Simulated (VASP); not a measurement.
# Zr3Si2 (P4/mbm) in VASP: a series of runs

The runs below take Zr3Si2 through single point, with PBEsol.

Everything below comes from runs of VASP 6.6.1. Logs are shortened: lines on timing, memory, paths and dates and some standing lists are left out, and cuts for length are marked.

### 1 The cell of the first run

It takes space group P4/mbm (No. 127, tetragonal). The conventional cell has a = 7.631 Å, b = 7.631 Å, c = 3.353 Å, α = 90.00°, β = 90.00°, γ = 90.00°. Within 3.6 Å of Zr (site symmetry m2m) lie 6 Si at 2.76 to 2.85 Å and 6 Zr at 3.28 to 3.35 Å. Zr (site symmetry 4/m) has 4 Si at 3.03 Å and 10 Zr at 3.28 to 3.35 Å within 4.0 Å. Si (site symmetry m2m) has 3 Si at 2.64 to 3.35 Å and 8 Zr at 2.76 to 3.03 Å within 3.5 Å.

### 2 Single point, PBEsol (strain +0.080 along x and y, -0.080 along z)

The input, INCAR:

```
  PREC = Accurate
  ENCUT = 520
  EDIFF = 1E-6
  ISMEAR = 0
  SIGMA = 0.15
  LREAL = False
  LASPH = True
  NELM = 80
  ALGO = Fast
  ISIF = 2
  LWAVE = False
  LCHARG = True
  GGA = PS
  LELF = True
  LVHAR = True
  NBANDS = 55
```

The input, KPOINTS:

```
regular mesh
0
Gamma
  6 6 12
```

The input, POSCAR:

```
Zr3Si2
1.0
    7.6308240533      0.0000000000      0.0000000000
    0.0000000000      7.6308240533      0.0000000000
    0.0000000000      0.0000000000      3.3529314712
Zr Si
6 4
Direct
    0.1744786434      0.6744786434      0.5000000000
    0.8255213566      0.3255213566      0.5000000000
    0.3255213566      0.1744786434      0.5000000000
    0.6744786434      0.8255213566      0.5000000000
    0.0000000000      0.0000000000      0.0000000000
    0.5000000000      0.5000000000      0.0000000000
    0.6223900186      0.1223900186      0.0000000000
    0.3776099814      0.8776099814      0.0000000000
    0.8776099814      0.6223900186      0.0000000000
    0.1223900186      0.3776099814      0.0000000000
```

Potentials or basis: VASP PAW PBE potentials, release 64 (Zr_sv, Si).

Started as:

```bash
$ cat potpaw_PBE.64/Zr_sv/POTCAR potpaw_PBE.64/Si/POTCAR > POTCAR
$ mpirun -np 1 vasp_std > vasp.out
```

OUTCAR:

```text
PREC = Accurate
   ENCUT = 520
   EDIFF = 1E-6
   ISMEAR = 0
   LREAL = False
   LASPH = True
   NELM = 80
   ISIF = 2
   GGA = PS

 ion  position               nearest neighbor table
   1  0.174  0.674  0.500-   8 2.76   8 2.76  10 2.85   9 2.85   9 2.85  10 2.85   6 3.28   6 3.28
                             5 3.28   5 3.28   2 3.77
   2  0.826  0.326  0.500-   7 2.76   7 2.76  10 2.85   9 2.85   9 2.85  10 2.85   6 3.28   6 3.28
                             5 3.28   5 3.28   1 3.77
   3  0.326  0.174  0.500-  10 2.76  10 2.76   7 2.85   7 2.85   8 2.85   8 2.85   6 3.28   6 3.28
                             5 3.28   5 3.28   4 3.77
   4  0.674  0.826  0.500-   9 2.76   9 2.76   7 2.85   7 2.85   8 2.85   8 2.85   6 3.28   6 3.28
                             5 3.28   5 3.28   3 3.77
   5  0.000  0.000  0.000-   7 3.03   8 3.03   9 3.03  10 3.03   1 3.28   2 3.28   3 3.28   4 3.28
                             1 3.28   2 3.28   3 3.28   4 3.28
   6  0.500  0.500  0.000-   7 3.03   8 3.03   9 3.03  10 3.03   1 3.28   2 3.28   3 3.28   4 3.28
                             1 3.28   2 3.28   3 3.28   4 3.28
   7  0.622  0.122  0.000-   8 2.64   2 2.76   2 2.76   3 2.85   4 2.85   3 2.85   4 2.85   5 3.03
                             6 3.03
   8  0.378  0.878  0.000-   7 2.64   1 2.76   1 2.76   3 2.85   4 2.85   3 2.85   4 2.85   5 3.03
                             6 3.03
   9  0.878  0.622  0.000-  10 2.64   4 2.76   4 2.76   2 2.85   1 2.85   2 2.85   1 2.85   5 3.03
                             6 3.03
  10  0.122  0.378  0.000-   9 2.64   3 2.76   3 2.76   2 2.85   1 2.85   2 2.85   1 2.85   5 3.03
                             6 3.03

  LATTYP: Found a simple tetragonal cell.
 ALAT       =     7.6308240533
 C/A-ratio  =     0.4393931046

  Lattice vectors:

 A1 = (   7.6308240533,   0.0000000000,   0.0000000000)
 A2 = (   0.0000000000,   7.6308240533,   0.0000000000)
 A3 = (   0.0000000000,   0.0000000000,   3.3529314712)

Analysis of symmetry for initial positions (statically):
=====================================================================
 Subroutine PRICEL returns:
 Original cell was already a primitive cell.

 Routine SETGRP: Setting up the symmetry group for a
 simple tetragonal supercell.

 Subroutine GETGRP returns: Found 16 space group operations
 (whereof  8 operations were pure point group operations)
 out of a pool of 16 trial point group operations.

The static configuration has the point symmetry C_4h.
 The point group associated with its full space group is D_4h.

Analysis of symmetry for dynamics (positions and initial velocities):
[... 141 lines left out ...]
   EMIN   =  10.00;   EMAX   =-10.00  energy-range for DOS
   EFERMI =   0.00;   METHOD = LEGACY
   ISMEAR =     0;   SIGMA  =   0.15  broadening in eV -4-tet -1-fermi 0-gaus
   EFERMI_NEDOS =   21; number of points for ismear=-14 and -15
   IALGO  =     68    algorithm
   IMIX   =      4    mixing-type and parameters
     AMIX     =   0.40;   BMIX     =  1.00
     AMIX_MAG =   1.60;   BMIX_MAG =  1.00
  volume/ion in A,a.u.               =      19.52       131.75
  Fermi-wavevector in a.u.,A,eV,Ry     =   1.255201  2.371986 21.436374  1.575529
  Thomas-Fermi vector in A             =   2.388969
   LORBIT       =      0    0 simple, 1 ext, 2 COOP (PROOUT), +10 PAW based schemes
   GGA     = PS    functional components
   LHFCALC =     F    Hartree Fock is set to
   AEXX    =    0.0000 exact exchange contribution
   IVDW    =     0    specifies the selected vdW correction
   LEPSILON=     F    determine dielectric tensor
   LRPA    =     F    only Hartree local field effects (RPA)
 non-spin polarized calculation
 RMM-DIIS sequential band-by-band and
 Gauss-broadening in eV      SIGMA  =   0.15
  energy-cutoff  :      520.00
  volume of cell :      195.24
 maximum number of plane-waves:      5304
 NGX is ok and might be reduce to    60
   NGX = 29   NGY = 29   NGZ = 13

 number of electron      87.9999998 magnetization

 Free energy of the ion-electron system (eV)
  ---------------------------------------------------
  ext. energy  EPLUGINS =         0.00000000
  ---------------------------------------------------
  free energy    TOTEN  =       -85.47071414 eV

  energy without entropy =      -85.38560983  energy(sigma->0) =      -85.42816199

 E-fermi :   8.9739     XC(G=0): -11.2650

 val. band max:        8.9697757071   @ k =   0.3333   0.1667   0.0833
 cond. band min:       8.9791340422   @ k =   0.3333   0.3333   0.1667
 fundamental gap:      0.0093583350
 Fermi energy:         8.9739329430

 k-point     1 :       0.0000    0.0000    0.0000
  band No.  band energies     occupation
      1     -39.5941      2.00000
      2     -39.5785      2.00000
      3     -39.4255      2.00000
      4     -39.4252      2.00000
      5     -39.4252      2.00000
      6     -39.4159      2.00000
[... 1381 lines left out ...]
     54      11.4965      0.00000
     55      11.5822      0.00000

 [... further k-points ...]

------------------------ aborting loop because EDIFF is reached ----------------------------------------

  FORCE on cell =-STRESS in cart. coord.  units (eV):
  Direction    XX          YY          ZZ          XY          YZ          ZX
  --------------------------------------------------------------------------------------
  -------------------------------------------------------------------------------------
  Total      -17.6858370    -17.6858370      3.2673448      0.0000000     -0.0000000     -0.0000000
  in kB     -145.1338257   -145.1338257     26.8125425      0.0000000     -0.0000000     -0.0000000
  external PRESSURE =     -87.8183696 kB  Pullay stress =       0.0000000 kB

 VOLUME and BASIS-vectors are now :
 -----------------------------------------------------------------------------
  energy-cutoff  :      520.00
  volume of cell :      195.24
      direct lattice vectors                 reciprocal lattice vectors
     7.630824053  0.000000000  0.000000000     0.131047446  0.000000000  0.000000000
     0.000000000  7.630824053  0.000000000     0.000000000  0.131047446  0.000000000
     0.000000000  0.000000000  3.352931471     0.000000000  0.000000000  0.298246477

 POSITION                                       TOTAL-FORCE (eV/Angst)
 -----------------------------------------------------------------------------------
      1.33142      5.14683      1.67647        -0.121654     -0.121654      0.000000
      6.29941      2.48400      1.67647         0.121654      0.121654     -0.000000
      2.48400      1.33142      1.67647         0.121654     -0.121654     -0.000000
      5.14683      6.29941      1.67647        -0.121654      0.121654      0.000000
      0.00000      0.00000      0.00000        -0.000000      0.000000      0.000000
      3.81541      3.81541      0.00000        -0.000000      0.000000      0.000000
      4.74935      0.93394      0.00000        -0.114510     -0.114510      0.000000
      2.88148      6.69689      0.00000         0.114510      0.114510     -0.000000
      6.69689      4.74935      0.00000         0.114510     -0.114510      0.000000
      0.93394      2.88148      0.00000        -0.114510      0.114510     -0.000000
 -----------------------------------------------------------------------------------
    total drift:                                0.000000     -0.000000      0.000000

  FREE ENERGIE OF THE ION-ELECTRON SYSTEM (eV)
  ---------------------------------------------------
  free  energy   TOTEN  =       -85.4707141438 eV

  energy  without entropy=      -85.3856098272  energy(sigma->0) =      -85.42816199
```

stdout:

```text
POSCAR found type information on POSCAR ZrSi
 POSCAR found :  2 types and      10 ions
 scaLAPACK will be used
 -----------------------------------------------------------------------------
|                                                                             |
|                                                                             |
[... 39 lines left out ...]
WARNING in EDDRMM: call to ZHEGV failed, returncode =   6  3     31
WARNING in EDDRMM: call to ZHEGV failed, returncode =   8  4      8
WARNING in EDDRMM: call to ZHEGV failed, returncode =   8  4      8
WARNING in EDDRMM: call to ZHEGV failed, returncode =   6  3     42
WARNING in EDDRMM: call to ZHEGV failed, returncode =   8  4      8
WARNING in EDDRMM: call to ZHEGV failed, returncode =   8  4      8
WARNING in EDDRMM: call to ZHEGV failed, returncode =   6  3      8
WARNING in EDDRMM: call to ZHEGV failed, returncode =   6  3     12
```

Wall time 14 min (1 thread of Intel Xeon 6975P-C (Granite Rapids), shared host); peak memory 0.67 GiB.

What came out:

| Item | Value |
| --- | --- |
| Free energy | -85.4707 eV |
| Pressure | -8.8 GPa |
| Largest force | 0.172 eV/Å |
| Band gap on the k mesh | zero (bands 44 and 45 overlap by 1.47 eV) |

Forces in eV/Å, atoms in the order of the input:
```
Zr  -0.122 -0.122  0.000
Zr   0.122  0.122  0.000
Zr   0.122 -0.122  0.000
Zr  -0.122  0.122  0.000
Zr   0.000  0.000  0.000
Zr   0.000  0.000  0.000
Si  -0.115 -0.115  0.000
Si   0.115  0.115  0.000
Si   0.115 -0.115  0.000
Si  -0.115  0.115  0.000
```

Stress tensor (GPa, compression positive):
```
-14.51   0.00   0.00
  0.00 -14.51   0.00
  0.00   0.00   2.68
```

Caveat: the cell differs from its parent crystal (strain +0.080 along x and y, -0.080 along z); the stress differs along the axes, from -15 to 3 GPa; the PAW data sets were made with another functional, which shifts forces and pressure a little.

### 3 Single point, PBEsol (strain +0.000 along x and y, +0.080 along z)

The input, INCAR:

```
PREC = Accurate ; ENCUT = 520
EDIFF = 1E-6 ; ISMEAR = 0
SIGMA = 0.15 ; LREAL = F
LASPH = T ; NELM = 60
ALGO = Fast ; ISIF = 2
LWAVE = F ; LCHARG = T
GGA = PS ; LELF = T
LVHAR = T ; NBANDS = 55
```

The input, KPOINTS:

```
Automatic mesh
0
Gamma
  6 6 12
```

Edit POSCAR of step 2 so:

```diff
@@ -2,5 +2,5 @@
 1.0
-    7.6308240533      0.0000000000      0.0000000000
-    0.0000000000      7.6308240533      0.0000000000
-    0.0000000000      0.0000000000      3.3529314712
+    7.0655778271      0.0000000000      0.0000000000
+    0.0000000000      7.0655778271      0.0000000000
+    0.0000000000      0.0000000000      3.9360499880
 Zr Si
```

Potentials or basis: VASP PAW PBE potentials, release 64 (Zr_sv, Si).

Started as:

```bash
$ cat potpaw_PBE.64/Zr_sv/POTCAR potpaw_PBE.64/Si/POTCAR > POTCAR
$ mpirun -np 1 vasp_std > vasp.out
```

Run time: 13 min. Hardware: 1 thread of Intel Xeon 6975P-C (Granite Rapids), shared host; peak memory 0.64 GiB.

Results (log left out):

```yaml
Free_energy: -86.4954 eV
Pressure: -8.4 GPa
Largest_force: 0.091 eV/Å
Band_gap_on_the_k_mesh: zero (bands 44 and 45 overlap by 0.91 eV)
```

Forces in eV/Å, atoms in the order of the input:
```
Zr  -0.016 -0.016  0.000
Zr   0.016  0.016  0.000
Zr   0.016 -0.016  0.000
Zr  -0.016  0.016  0.000
Zr   0.000  0.000  0.000
Zr   0.000  0.000  0.000
Si   0.065  0.065  0.000
Si  -0.065 -0.065  0.000
Si  -0.065  0.065  0.000
Si   0.065 -0.065  0.000
```

Stress tensor (GPa, compression positive):
```
 -5.77   0.00   0.00
  0.00  -5.77   0.00
  0.00   0.00 -13.55
```

Levels at points of the mesh, in eV from the Fermi level:
```csv
k point,band 42,band 43,band 44,band 45,band 46,band 47
"(0.00, 0.00, 0.00)",-0.38,-0.38,-0.21,0.67,0.97,0.97
"(0.50, 0.00, 0.00)",-0.71,0.10,0.10,0.90,0.90,1.29
"(0.50, 0.50, 0.00)",-0.65,-0.22,-0.22,0.00,0.00,1.17
"(0.00, 0.00, 0.50)",-0.04,0.43,0.46,0.46,0.59,0.61
"(0.50, 0.00, 0.50)",-0.68,-0.31,-0.31,0.06,0.06,1.78
"(0.50, 0.50, 0.50)",-0.83,-0.46,-0.46,-0.45,-0.45,2.00
```

Caveat: the cell differs from its parent crystal (strain +0.000 along x and y, +0.080 along z); the stress differs along the axes, from -14 to -6 GPa; the PAW data sets were made with another functional, which shifts forces and pressure a little.

### 4 Single point, PBEsol (strain +0.080 along x and y, +0.000 along z)

The input, INCAR:

```
SYSTEM = Zr3Si2
  PREC = Accurate
  ENCUT = 520
  EDIFF = 1E-7
  ISMEAR = 0
  SIGMA = 0.15
  LREAL = .False.
  LASPH = .True.
  NELM = 100
  ALGO = Fast
  ISIF = 2
  LWAVE = .False.
  LCHARG = .False.
  GGA = PS
  NBANDS = 55
```

The input, KPOINTS:

```
Automatic mesh
0
Gamma
  6 6 12
  0 0 0
```

Edit POSCAR of step 3 so:

```diff
@@ -2,5 +2,5 @@
 1.0
-    7.0655778271      0.0000000000      0.0000000000
-    0.0000000000      7.0655778271      0.0000000000
-    0.0000000000      0.0000000000      3.9360499880
+    7.6308240533      0.0000000000      0.0000000000
+    0.0000000000      7.6308240533      0.0000000000
+    0.0000000000      0.0000000000      3.6444907296
 Zr Si
```

Potentials or basis: VASP PAW PBE potentials, release 64 (Zr_sv, Si).

Started as:

```bash
$ cat potpaw_PBE.64/Zr_sv/POTCAR potpaw_PBE.64/Si/POTCAR > POTCAR
$ mpirun -np 1 vasp_std > vasp.out
```

OUTCAR:

```text
SYSTEM = Zr3Si2
   PREC = Accurate
   ENCUT = 520
   EDIFF = 1E-7
   ISMEAR = 0
   LREAL = .False.
   LASPH = .True.
   NELM = 100
   ISIF = 2
   GGA = PS

 ion  position               nearest neighbor table
   1  0.174  0.674  0.500-   8 2.85   8 2.85  10 2.93   9 2.93   9 2.93  10 2.93   6 3.36   6 3.36
                             5 3.36   5 3.36   2 3.77
   2  0.826  0.326  0.500-   7 2.85   7 2.85  10 2.93   9 2.93   9 2.93  10 2.93   6 3.36   6 3.36
                             5 3.36   5 3.36   1 3.77
   3  0.326  0.174  0.500-  10 2.85  10 2.85   7 2.93   7 2.93   8 2.93   8 2.93   6 3.36   6 3.36
                             5 3.36   5 3.36   4 3.77
[... 1628 lines left out ...]
  external PRESSURE =    -163.1162111 kB  Pullay stress =       0.0000000 kB

 VOLUME and BASIS-vectors are now :
 -----------------------------------------------------------------------------
  energy-cutoff  :      520.00
  volume of cell :      212.22
      direct lattice vectors                 reciprocal lattice vectors
     7.630824053  0.000000000  0.000000000     0.131047446  0.000000000  0.000000000
     0.000000000  7.630824053  0.000000000     0.000000000  0.131047446  0.000000000
     0.000000000  0.000000000  3.644490730     0.000000000  0.000000000  0.274386759

 POSITION                                       TOTAL-FORCE (eV/Angst)
 -----------------------------------------------------------------------------------
      1.33142      5.14683      1.82225        -0.095211     -0.095211      0.000000
      6.29941      2.48400      1.82225         0.095211      0.095211     -0.000000
      2.48400      1.33142      1.82225         0.095211     -0.095211     -0.000000
      5.14683      6.29941      1.82225        -0.095211      0.095211      0.000000
      0.00000      0.00000      0.00000        -0.000000     -0.000000     -0.000000
      3.81541      3.81541      0.00000        -0.000000     -0.000000     -0.000000
      4.74935      0.93394      0.00000         0.016078      0.016078     -0.000000
      2.88148      6.69689      0.00000        -0.016078     -0.016078      0.000000
      6.69689      4.74935      0.00000        -0.016078      0.016078     -0.000000
      0.93394      2.88148      0.00000         0.016078     -0.016078      0.000000
 -----------------------------------------------------------------------------------
    total drift:                                0.000000     -0.000000      0.000000

  FREE ENERGIE OF THE ION-ELECTRON SYSTEM (eV)
  ---------------------------------------------------
  free  energy   TOTEN  =       -85.0413311293 eV

  energy  without entropy=      -84.9487916759  energy(sigma->0) =      -84.99506140
```

stdout:

```text
POSCAR found type information on POSCAR ZrSi
 POSCAR found :  2 types and      10 ions
 scaLAPACK will be used
[... 102 lines left out ...]
 num prob  num prob  num prob  num prob  num prob  num prob  num prob  num prob  num prob  num prob  num prob WARNING in EDDRMM: call to ZHEGV failed, returncode =   6  3      9
 num prob  num prob  num prob  num prob  num prob  num prob WARNING in EDDRMM: call to ZHEGV failed, returncode =   8  4     12
 num prob  num prob  num prob  num prob  num prob  num prob  num prob  num prob  num prob  num prob  num prob  num prob  num prob  num prob  num prob  num prob  num prob  num prob  num prob  num prob  num prob  num prob  num prob  num prob  num prob  num prob  num prob  num prob  num prob  num prob  num prob  num prob  num prob  num prob  n
```

Run time: 16 min. Hardware: 1 thread of Intel Xeon 6975P-C (Granite Rapids), shared host; peak memory 0.7 GiB.

Results:

```yaml
Free_energy: -85.0413 eV
Pressure: -16.3 GPa
Largest_force: 0.135 eV/Å
Band_gap_on_the_k_mesh: zero (bands 44 and 45 overlap by 1.21 eV)
```

Forces in eV/Å, atoms in the order of the input:
```
Zr  -0.095 -0.095  0.000
Zr   0.095  0.095  0.000
Zr   0.095 -0.095  0.000
Zr  -0.095  0.095  0.000
Zr   0.000  0.000  0.000
Zr   0.000  0.000  0.000
Si   0.016  0.016  0.000
Si  -0.016 -0.016  0.000
Si  -0.016  0.016  0.000
Si   0.016 -0.016  0.000
```

Levels at points of the mesh, in eV from the Fermi level:
```tsv
k point	band 42	band 43	band 44	band 45	band 46	band 47
(0.00, 0.00, 0.00)	-0.46	-0.30	0.47	0.60	1.33	1.39
(0.50, 0.00, 0.00)	0.24	0.50	0.50	0.74	0.74	1.10
(0.50, 0.50, 0.00)	-0.22	0.21	0.21	0.47	0.47	1.01
(0.00, 0.00, 0.50)	-0.28	-0.28	-0.17	0.22	0.35	0.35
(0.50, 0.00, 0.50)	-0.96	-0.56	-0.56	0.05	0.05	1.45
(0.50, 0.50, 0.50)	-0.70	-0.67	-0.67	-0.67	-0.67	1.33
```

Caveat: the cell differs from its parent crystal (strain +0.080 along x and y, +0.000 along z); the stress differs along the axes, from -19 to -10 GPa; the PAW data sets were made with another functional, which shifts forces and pressure a little.

(Part 1 of 2 ends here.)

The gap in the log of VASP goes by the Fermi energy; the results here count the filled bands.